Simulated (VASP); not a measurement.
Input of a VASP 6.6.1 run:

The input INCAR:

```
SYSTEM = SiGe
  PREC = Accurate
  ENCUT = 520
  EDIFF = 1E-6
  ISMEAR = 0
  SIGMA = 0.03
  LREAL = .False.
  LASPH = .True.
  NELM = 60
  ALGO = Normal
  ISIF = 2
  LWAVE = .False.
  LCHARG = .True.
  GGA = CA
  LELF = .True.
  LVHAR = .True.
  NBANDS = 26
```

File KPOINTS:

```
regular mesh
0
Gamma
  12 12 6
  0 0 0
```

The input POSCAR:

```
SiGe
1.0
    3.9371113814      0.0000000000      0.0000000000
   -1.9685556907      3.4096384739      0.0000000000
    0.0000000000      0.0000000000      6.5064941378
Si Ge
2 2
Direct
    0.6666666667      0.3333333333      0.8745031008
    0.3333333333      0.6666666667      0.3745031008
    0.6666666667      0.3333333333      0.4848580677
    0.3333333333      0.6666666667     -0.0151419323
```

Potentials or basis: VASP PAW LDA potentials, release 64 (Si, Ge_d).

Launch:

```sh
$ cat potpaw_LDA.64/Si/POTCAR potpaw_LDA.64/Ge_d/POTCAR > POTCAR
$ mpirun -np 1 vasp_std > vasp.out
```

Task: What does it give for the pressure?

Result: -3.5 GPa.

Task: Predict the largest force.

Result: 0.960 eV/Å.

Task: What does it give for the band gap on the k mesh?

Result: 0.06 eV (least direct gap 0.18 eV).

Forces in eV/Å, atoms in the order of the input:
```
Si   0.000  0.000 -0.960
Si   0.000  0.000 -0.960
Ge   0.000  0.000  0.960
Ge   0.000  0.000  0.960
```

Caveat: the cell differs from its parent crystal (atoms shifted along a free coordinate); the cell stands under tension. A k mesh can miss the band edges.
